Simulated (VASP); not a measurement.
Cd2SeO, 4 atoms in the cell. Symmetry: P4/mmm, No. 123, tetragonal system. Conventional cell: a = 3.841 Å, b = 3.841 Å, c = 5.263 Å, α = 90.00°, β = 90.00°, γ = 90.00°. O (site symmetry 4/mmm) has 6 Cd at 2.63 to 2.72 Å within 3.5 Å. Within 3.5 Å of Cd (site symmetry 4/mmm) lie 2 O at 2.63 Å and 4 Se at 2.72 Å. Within 3.5 Å of Cd (site symmetry 4/mmm) lie 2 Se at 2.63 Å and 4 O at 2.72 Å. Se (site symmetry 4/mmm) has 6 Cd at 2.63 to 2.72 Å within 3.5 Å. 

* Program: VASP 6.6.1
* Task: single point
* Functional: r2SCAN
* Potentials or basis: VASP PAW PBE potentials, release 64 (O, Cd, Se)
* Cutoff: 520 eV
* k mesh: 6 × 6 × 4
* Occupations: fermi-dirac, width 0.02 eV
* Spin: no spin polarisation
* Dipole correction: no
* Further INCAR settings: ALGO = Normal; EDIFF = 1e-06; NBANDS = 26

Potentials or basis: VASP PAW PBE potentials, release 64 (O, Cd, Se).

Launch:

```bash
$ cat potpaw_PBE.64/O/POTCAR potpaw_PBE.64/Cd/POTCAR potpaw_PBE.64/Se/POTCAR > POTCAR
$ cp INCAR.step1 INCAR
$ mpirun -np 1 vasp_std > vasp.out
$ cp INCAR.step2 INCAR
$ mpirun -np 1 vasp_std > vasp.out
```

Hardware: 1 thread of Intel(R) Xeon(R) 6975P-C (Granite Rapids), with other jobs on the host.

Task: How long does it take, and how much memory?

Result: Wall time 3.4 min on 1 thread of Intel(R) Xeon(R) 6975P-C (Granite Rapids), with other jobs on the host, peak memory 0.22 GiB. Counts: k points 30.
